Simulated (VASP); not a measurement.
# HF in VASP: a series of runs

The runs below take HF through single point, with PBE+D3(BJ).

All numbers are computed with VASP 6.6.1; they aren't measurements. Logs are shortened: lines on timing, memory, paths and dates and some standing lists are left out, and cuts for length are marked.

## (1) The cell of the first run

The cell holds a disordered packing, 12 atoms: a = 5.465 Å, b = 5.465 Å, c = 5.465 Å, α = 90.00°, β = 90.00°, γ = 90.00°.

## (2) Single point, PBE+D3(BJ)

Input file INCAR:

```
SYSTEM = HF
PREC = Accurate
ENCUT = 1010
EDIFF = 1E-6
ISMEAR = -1
SIGMA = 0.05
LREAL = .False.
LASPH = .True.
NELM = 120
ALGO = Normal
ISIF = 2
LWAVE = .False.
LCHARG = .False.
GGA = PE
IVDW = 12
NBANDS = 36
GGA_COMPAT = .False.
```

Input file KPOINTS:

```
regular mesh
0
Gamma
  1 1 1
  0 0 0
```

Input file POSCAR:

```
HF
1.0
    5.4647890000      0.0000000000      0.0000000000
    0.0000000000      5.4647890000      0.0000000000
    0.0000000000      0.0000000000      5.4647890000
F H
6 6
Direct
    1.0653842058      0.6249239463      0.4116576473
    0.7081310731      0.0612915031      0.2680870447
    0.3812078476      0.4997993256      1.0902387902
    0.5719417794      0.8780764543      0.8701489907
    0.9052056105      0.3752016065      0.7881777020
    0.4230905116      0.1775235138      0.5873376792
    1.1761544052      0.5732071054      0.2848456977
    0.6655119631      0.0110032319      0.1025990123
    0.4508149512      0.6258524965      0.9877582918
    0.5046598368      1.0032569445      0.7520568947
    0.9727644069      0.4536549378      0.6471008844
    0.5247157087      0.1497860342      0.4398037649
```

Potentials or basis: VASP PAW PBE potentials, release 64 (F_h, H_h).

Run with:

```
$ cat potpaw_PBE.64/F_h/POTCAR potpaw_PBE.64/H_h/POTCAR > POTCAR
$ mpirun -np 1 vasp_gam > vasp.out
```

OUTCAR:

```text
SYSTEM = HF
   PREC = Accurate
   ENCUT = 1010
   EDIFF = 1E-6
   ISMEAR = -1
   LREAL = .False.
   LASPH = .True.
   NELM = 120
   ISIF = 2
   GGA = PE
   IVDW = 12
 IVDW          = 12

 ion  position               nearest neighbor table
   1  0.065  0.625  0.412-   7 0.96
   2  0.708  0.061  0.268-   8 0.97
   3  0.381  0.500  0.090-   9 0.97
   4  0.572  0.878  0.870-  10 1.01
   5  0.905  0.375  0.788-  11 0.96
   6  0.423  0.178  0.587-  12 0.99
   7  0.176  0.573  0.285-   1 0.96
   8  0.666  0.011  0.103-   2 0.97
   9  0.451  0.626  0.988-   3 0.97
  10  0.505  0.003  0.752-   4 1.01
  11  0.973  0.454  0.647-   5 0.96
  12  0.525  0.150  0.440-   6 0.99

  LATTYP: Found a simple cubic cell.
 ALAT       =     5.4647890000

  Lattice vectors:

 A1 = (   5.4647890000,   0.0000000000,   0.0000000000)
 A2 = (   0.0000000000,   5.4647890000,   0.0000000000)
 A3 = (   0.0000000000,   0.0000000000,   5.4647890000)

Analysis of symmetry for initial positions (statically):
=====================================================================
 Subroutine PRICEL returns:
 Original cell was already a primitive cell.

 Routine SETGRP: Setting up the symmetry group for a
 simple cubic supercell.

 Subroutine GETGRP returns: Found  1 space group operations
 (whereof  1 operations were pure point group operations)
 out of a pool of 48 trial point group operations.

The static configuration has the point symmetry C_1 .

Analysis of symmetry for dynamics (positions and initial velocities):
=====================================================================
 Subroutine PRICEL returns:
 Original cell was already a primitive cell.

 Routine SETGRP: Setting up the symmetry group for a
 simple cubic supercell.

 Subroutine GETGRP returns: Found  1 space group operations
 (whereof  1 operations were pure point group operations)
 out of a pool of 48 trial point group operations.

The dynamic configuration has the point symmetry C_1 .

 Subroutine INISYM returns: Found  1 space group operations
 (whereof  1 operations are pure point group operations),
 and found     1 'primitive' translations

----------------------------------------------------------------------------------------

                                     Primitive cell

  volume of cell :     163.2000

  direct lattice vectors                    reciprocal lattice vectors
     5.464789000  0.000000000  0.000000000     0.182989682  0.000000000  0.000000000
     0.000000000  5.464789000  0.000000000     0.000000000  0.182989682  0.000000000
     0.000000000  0.000000000  5.464789000     0.000000000  0.000000000  0.182989682

  length of vectors
     5.464789000  5.464789000  5.464789000     0.182989682  0.182989682  0.182989682

  position of ions in fractional coordinates (direct lattice)
     0.065384206  0.624923946  0.411657647
     0.708131073  0.061291503  0.268087045
     0.381207848  0.499799326  0.090238790
     0.571941779  0.878076454  0.870148991
     0.905205610  0.375201606  0.788177702
     0.423090512  0.177523514  0.587337679
     0.176154405  0.573207105  0.284845698
     0.665511963  0.011003232  0.102599012
     0.450814951  0.625852497  0.987758292
     0.504659837  0.003256945  0.752056895
     0.972764407  0.453654938  0.647100884
     0.524715709  0.149786034  0.439803765

  ion indices of the primitive-cell ions
   primitive index   ion index
                 1           1
                 2           2
                 3           3
                 4           4
                 5           5
                 6           6
                 7           7
                 8           8
                 9           9
                10          10
                11          11
                12          12

----------------------------------------------------------------------------------------

 KPOINTS: regular mesh

Automatic generation of k-mesh.
 Grid dimensions read from file:
 generate k-points for:    1    1    1

 Generating k-lattice:

  Cartesian coordinates                     Fractional coordinates (reciprocal lattice)
     0.182989682  0.000000000  0.000000000     1.000000000  0.000000000  0.000000000
     0.000000000  0.182989682  0.000000000     0.000000000  1.000000000  0.000000000
     0.000000000  0.000000000  0.182989682     0.000000000  0.000000000  1.000000000

  Length of vectors
     0.182989682  0.182989682  0.182989682

  Shift w.r.t. Gamma in fractional coordinates (k-lattice)
     0.000000000  0.000000000  0.000000000

 Subroutine IBZKPT returns following result:
 ===========================================

 Found      1 irreducible k-points:

 Following reciprocal coordinates:
            Coordinates               Weight
  0.000000  0.000000  0.000000      1.000000
   k-points           NKPTS =      1   k-points in BZ     NKDIM =      1   number of bands    NBANDS=     36
   number of dos      NEDOS =    301   number of ions     NIONS =     12
   total plane-waves  NPLWV = 216000
   dimension x,y,z NGX =    60 NGY =   60 NGZ =   60
   dimension x,y,z NGXF=   120 NGYF=  120 NGZF=  120
   ions per type =               6   6
   NGX,Y,Z   is equivalent  to a cutoff of  18.25, 18.25, 18.25 a.u.
   NGXF,Y,Z  is equivalent  to a cutoff of  36.51, 36.51, 36.51 a.u.
 SYSTEM =  HF
   PREC   = accura    normal or accurate (medium, high low for compatibility)
   ISTART =      0    job   : 0-new  1-cont  2-samecut
   ICHARG =      2    charge: 1-file 2-atom 10-const
   ISPIN  =      1    spin polarized calculation?
   LNONCOLLINEAR =      F non collinear calculations
   LSORBIT =      F    spin-orbit coupling
   LASPH  =      T    aspherical Exc in radial PAW
   ENCUT  = 1010.0 eV  74.23 Ry    8.62 a.u.  14.16 14.16 14.16*2*pi/ulx,y,z
   NELM   =    120;   NELMIN=  2; NELMDL= -5     # of ELM steps
   EDIFF  = 0.1E-05   stopping-criterion for ELM
   LREAL  =      F    real-space projection
   EDIFFG = 0.1E-04   stopping-criterion for IOM
   NSW    =      0    number of steps for IOM
   IBRION =     -1    ionic relax: 0-MD 1-quasi-New 2-CG
   NFREE  =      0    steps in history (QN), initial steepest desc. (CG)
   ISIF   =      2    stress and relaxation
   ISYM   =      2    0-nonsym 1-usesym 2-fastsym
   POTIM  = 0.5000    time-step for ionic-motion
   TEBEG  =    0.0;   TEEND  =   0.0 temperature during run
   PSTRESS=    0.0 pullay stress
   NELECT =      48.0000    total number of electrons
   NUPDOWN=      -1.0000    fix difference up-down
   EMIN   =  10.00;   EMAX   =-10.00  energy-range for DOS
   EFERMI =   0.00;   METHOD = LEGACY
   ISMEAR =    -1;   SIGMA  =   0.05  broadening in eV -4-tet -1-fermi 0-gaus
   EFERMI_NEDOS =   21; number of points for ismear=-14 and -15
   IALGO  =     38    algorithm
   IMIX   =      4    mixing-type and parameters
     AMIX     =   0.40;   BMIX     =  1.00
     AMIX_MAG =   1.60;   BMIX_MAG =  1.00
  volume/ion in A,a.u.               =      13.60        91.78
  Fermi-wavevector in a.u.,A,eV,Ry     =   1.088717  2.057378 16.127063  1.185306
  Thomas-Fermi vector in A             =   2.224905
   LORBIT       =      0    0 simple, 1 ext, 2 COOP (PROOUT), +10 PAW based schemes
   GGA     = PE    functional components
   LHFCALC =     F    Hartree Fock is set to
   AEXX    =    0.0000 exact exchange contribution
   IVDW    =    12    specifies the selected vdW correction
   LEPSILON=     F    determine dielectric tensor
   LRPA    =     F    only Hartree local field effects (RPA)
 non-spin polarized calculation
  energy-cutoff  :     1010.00
  volume of cell :      163.20
 maximum number of plane-waves:      5919
 NGX is ok and might be reduce to    60
   NGX = 29   NGY = 29   NGZ = 29

 number of electron      48.0000000 magnetization

 Free energy of the ion-electron system (eV)
  ---------------------------------------------------
  ext. energy  EPLUGINS =         0.00000000
  ---------------------------------------------------
  free energy    TOTEN  =       -49.80058379 eV

  energy without entropy =      -49.80058379  energy(sigma->0) =      -49.80058379

 E-fermi :  -4.2969     XC(G=0):  -6.3491

 val. band max:       -5.6247358855   @ k =   0.0000   0.0000   0.0000
 cond. band min:       0.9779000010   @ k =   0.0000   0.0000   0.0000
 fundamental gap:      6.6026358865
 Fermi energy:        -4.2968625543

 k-point     1 :       0.0000    0.0000    0.0000
  band No.  band energies     occupation
      1     -28.2431      2.00000
      2     -27.4865      2.00000
      3     -27.2902      2.00000
      4     -27.2246      2.00000
      5     -26.7151      2.00000
      6     -25.8153      2.00000
[... 28 lines left out ...]
     35       9.0401      0.00000
     36       9.4276      0.00000

------------------------ aborting loop because EDIFF is reached ----------------------------------------

 Edisp (eV)   -0.27275

 E8    (eV) :    -0.0539

  FORCE on cell =-STRESS in cart. coord.  units (eV):
  Direction    XX          YY          ZZ          XY          YZ          ZX
  --------------------------------------------------------------------------------------
  -------------------------------------------------------------------------------------
  Total      -0.13147    -0.59276    -0.87244    -0.17851     0.30765     0.47328
  in kB      -1.29070    -5.81931    -8.56498    -1.75252     3.02031     4.64633
  external pressure =       -5.22 kB  Pullay stress =        0.00 kB

 VOLUME and BASIS-vectors are now :
 -----------------------------------------------------------------------------
  energy-cutoff  :     1010.00
  volume of cell :      163.20
      direct lattice vectors                 reciprocal lattice vectors
     5.464789000  0.000000000  0.000000000     0.182989682  0.000000000  0.000000000
     0.000000000  5.464789000  0.000000000     0.000000000  0.182989682  0.000000000
     0.000000000  0.000000000  5.464789000     0.000000000  0.000000000  0.182989682

 POSITION                                       TOTAL-FORCE (eV/Angst)
 -----------------------------------------------------------------------------------
      0.35731      3.41508      2.24962         0.051307     -0.006406     -0.037573
      3.86979      0.33495      1.46504         0.068028      0.098615     -0.208899
      2.08322      2.73130      0.49314         0.148983      0.288169     -0.239548
      3.12554      4.79850      4.75518         0.014734      0.001174      0.165726
      4.94676      2.05040      4.30722         0.062413      0.098727     -0.205175
      2.31210      0.97013      3.20968         0.007323     -0.099701     -0.151601
      0.96265      3.13246      1.55662        -0.030143     -0.012616      0.057071
      3.63688      0.06013      0.56068        -0.000975     -0.004577      0.190589
      2.46361      3.42015      5.39789        -0.186160     -0.277641      0.234521
      2.75786      0.01780      4.10983        -0.082654      0.072915     -0.106931
      5.31595      2.47913      3.53627        -0.091232     -0.099045      0.164711
      2.86746      0.81855      2.40343         0.038375     -0.059613      0.137108
 -----------------------------------------------------------------------------------
    total drift:                                0.003820     -0.000956     -0.001563

  FREE ENERGIE OF THE ION-ELECTRON SYSTEM (eV)
  ---------------------------------------------------
  free  energy   TOTEN  =       -50.0733372302 eV

  energy  without entropy=      -50.0733372302  energy(sigma->0) =      -50.07333723
```

It took 23 s on 1 thread of AMD EPYC 7R13 (Zen 3), shared host; peak memory 0.45 GiB.

Results:

```
Free energy                : -50.0733 eV
Pressure                   : -0.5 GPa
Largest force              : 0.408 eV/Å
Dispersion energy per atom : -0.023 eV
```

Forces on the atoms (eV/Å):
```
F    0.051 -0.006 -0.038
F    0.068  0.099 -0.209
F    0.149  0.288 -0.240
F    0.015  0.001  0.166
F    0.062  0.099 -0.205
F    0.007 -0.100 -0.152
H   -0.030 -0.013  0.057
H   -0.001 -0.005  0.191
H   -0.186 -0.278  0.235
H   -0.083  0.073 -0.107
H   -0.091 -0.099  0.165
H    0.038 -0.060  0.137
```

Caveat: the k points lie up to 1.15 Å⁻¹ apart, too coarse for converged energies, forces and pressures.

(Part 1 of 3 ends here.)
